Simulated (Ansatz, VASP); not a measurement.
**Two plane-wave programs on ZnS**

POSCAR

```
ZnS
1.0
    0.0000000000      2.7473787877      2.7473787877
    2.7473787877      0.0000000000      2.7473787877
    2.7473787877      2.7473787877      0.0000000000
Zn S
1 1
Direct
    0.2500000000      0.2500000000      0.2500000000
    0.0000000000      0.0000000000      0.0000000000
```

Contents of INCAR.step1:

```
PREC = Accurate ; ENCUT = 520
ISMEAR = 0 ; SIGMA = 0.02
LREAL = False ; LASPH = True
NELM = 80 ; NBANDS = 16
GGA = PE ; ALGO = Normal
EDIFF = 1E-4 ; LWAVE = True
LCHARG = False
```

The input INCAR.step2:

```
PREC = Accurate ; ENCUT = 520
EDIFF = 1E-6 ; ISMEAR = 0
SIGMA = 0.02 ; LREAL = False
LASPH = True ; NELM = 80
ALGO = Normal ; ISIF = 2
LWAVE = False ; LCHARG = False
METAGGA = R2SCAN ; LMIXTAU = True
NBANDS = 16 ; ISTART = 1
```

File KPOINTS:

```
Automatic mesh
0
Gamma
  8 8 8
```

Input for Ansatz:

```yaml
crystal:
  lattice:
    - [0.0, 2.7473787877, 2.7473787877]
    - [2.7473787877, 0.0, 2.7473787877]
    - [2.7473787877, 2.7473787877, 0.0]
  atoms:
    - { symbol: Zn, position: [0.25, 0.25, 0.25] }
    - { symbol: S, position: [0.0, 0.0, 0.0] }
basis:
  ecutwfc: 500
kpoints:
  mp_grid: { grid: [8, 8, 8] }
hamiltonian:
  xc: r2scan
scf:
  occupations: { method: gaussian, width: 0.02 }
output:
  forces: true
  stress: true
  eigenvalues: true
```

Alike in both runs: task single point; functional r2SCAN; k mesh 8 × 8 × 8; occupations gaussian, width 0.02 eV; no spin polarisation.

|  | VASP | Ansatz |
| --- | --- | --- |
| version | VASP 6.6.1 | Ansatz 0.2.0 |
| potentials or method | VASP PAW PBE potentials, release 64 (Zn, S), cutoff 520 eV | scalar-relativistic, plane waves, PAW |
| valence electrons in the cell | 18 | 18 |

```csv
,VASP,Ansatz,Ansatz less VASP
gap on the k mesh at the Fermi level (eV),2.44,2.44,-0.006
least direct gap on the mesh (eV),2.44,2.44,-0.006
pressure (GPa),-4.0,-4.0,-0.03
```

VASP's potentials were made for PBE, not for r2SCAN.
